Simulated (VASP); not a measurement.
A run of VASP 6.6.1 is set up as follows.

Contents of INCAR:

```
PREC = Accurate
ENCUT = 520
EDIFF = 1E-7
ISMEAR = -1
SIGMA = 0.05
LREAL = F
LASPH = T
NELM = 60
ALGO = Normal
ISIF = 2
LWAVE = F
LCHARG = T
GGA = PS
LELF = T
LVHAR = T
NBANDS = 14
```

The input KPOINTS:

```
regular mesh
0
Gamma
  14 14 14
```

The input POSCAR:

```
CoSi
1.0
    0.0000000000      1.8881417753      1.8881417753
    1.8881417753      0.0000000000      1.8881417753
    1.8881417753      1.8881417753      0.0000000000
Co Si
1 1
Direct
    0.0000000000      0.0000000000      0.0000000000
    0.5000000000      0.5000000000      0.5000000000
```

Potentials or basis: VASP PAW PBE potentials, release 64 (Co, Si).

The run is started by

```bash
$ cat potpaw_PBE.64/Co/POTCAR potpaw_PBE.64/Si/POTCAR > POTCAR
$ mpirun -np 1 vasp_std > vasp.out
```

(1) What does it give for the pressure?

Results:

(1) 383.1 GPa.

Caveat: the PAW data sets were made with another functional, which shifts forces and pressure a little.
